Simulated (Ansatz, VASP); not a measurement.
# Two plane-wave programs on TiB2

INCAR

```
SYSTEM = TiB2
PREC     = Accurate       ! precision mode
ENCUT    = 600            ! plane-wave cutoff, eV
EDIFF    = 1E-6           ! SCF threshold, eV
ISMEAR   = -1             ! smearing method
SIGMA    = 0.1            ! smearing width, eV
LREAL    = .FALSE.        ! projectors in reciprocal space
LASPH    = .TRUE.         ! aspherical terms in the spheres
NELM     = 100            ! most SCF steps
ALGO     = Normal         ! electronic algorithm
ISIF     = 3              ! what is computed and relaxed
LWAVE    = .FALSE.        ! write WAVECAR
LCHARG   = .FALSE.        ! write CHGCAR
GGA      = CA             ! functional
IBRION   = 2              ! ionic algorithm
NSW      = 60             ! ionic steps
EDIFFG   = -0.005         ! ionic threshold
```

KPOINTS

```
regular mesh
0
G
  11 11 9
  0 0 0
```

POSCAR

```
TiB2
1.0
    3.1579068305      0.0000000000      0.0000000000
   -1.5789534152      2.7348275380      0.0000000000
    0.0000000000      0.0000000000      3.4736975135
Ti B
1 2
Direct
    0.0000000000      0.0000000000      0.0000000000
    0.3333333333      0.6666666667      0.5000000000
    0.6666666667      0.3333333333      0.5000000000
```

Input for Ansatz:

```yaml
crystal:
  lattice:
    - [3.1579068305, 0.0, 0.0]
    - [-1.5789534152, 2.734827538, 0.0]
    - [0.0, 0.0, 3.4736975135]
  atoms:
    - { symbol: Ti, position: [0.0, 0.0, 0.0] }
    - { symbol: B, position: [0.3333333333, 0.6666666667, 0.5] }
    - { symbol: B, position: [0.6666666667, 0.3333333333, 0.5] }
kpoints:
  mp_grid: { grid: [11, 11, 9] }
scf:
  occupations: { method: fermi_dirac, width: 0.1 }
hamiltonian:
  xc: lda
  pseudopotentials: { kind: paw }
output:
  forces: true
  stress: true
relax:
  f_tol: 0.005
  max_steps: 40
  cell: {}
```

Alike in both runs: task relaxation of cell and atoms; functional LDA; k mesh 11 × 11 × 9; occupations fermi-dirac, width 0.1 eV; no spin polarisation.

|  | VASP | Ansatz |
| --- | --- | --- |
| version | VASP 6.6.1 | Ansatz 0.2.0 |
| potentials or method | VASP PAW LDA potentials, release 64 (Ti_sv, B) | PAW with Ansatz's default frozen-core files, scalar-relativistic |
| plane-wave cutoff (eV) | 600 | 420 |
| valence electrons in the cell | 18 | 18 |

Ansatz gave:

```
relaxed volume (Å³/atom)                                     : 8.18
relaxed cell length with the largest relative difference (Å) : 3.160
```

Problem. Estimate VASP's values.

Solution. Relaxed volume (Å³/atom): 8.19; relaxed cell length with the largest relative difference (Å): 3.162.

LDA's correlation is that of Perdew and Zunger in VASP and of Perdew and Wang (1992) in Ansatz.

Noted on VASP's run: the volume moved by over 15 % at a fixed basis, so the end points are rough.
